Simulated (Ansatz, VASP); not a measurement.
Two plane-wave programs on Pb3F

```
Pb F
1.0
     4.72199    0.00000    0.00000
     0.00000    4.72199    0.00000
     0.00000    0.00000    4.72199
Pb F
3 1
Direct
  0.00000 0.50000 0.50000
  0.50000 0.00000 0.50000
  0.50000 0.50000 0.00000
  0.00000 0.00000 0.00000
```

Alike in both runs: functional PBE; k mesh 10 × 10 × 10; occupations gaussian, width 0.1 eV; no spin polarisation.

Ansatz relaxed the structure, and its values are those at the end. VASP's run is a single point on that final structure, the one shown.

|  | VASP | Ansatz |
| --- | --- | --- |
| version | VASP 6.6.1 | Ansatz 0.2.0 |
| potentials or method | VASP PAW PBE potentials, release 64 (Pb_d, F), cutoff 520 eV | scalar-relativistic, plane waves, PAW |
| valence electrons in the cell | 49 | 49 |

Ansatz gave:

* gap on the k mesh at the Fermi level (eV): none
* pressure (GPa): 0.0

Q: Estimate VASP's values.

A: gap on the k mesh at the Fermi level (eV): none; pressure (GPa): -0.1.

A gap of «none» marks a metal or a gap that the smearing closes.

Neither program's run includes spin-orbit coupling.
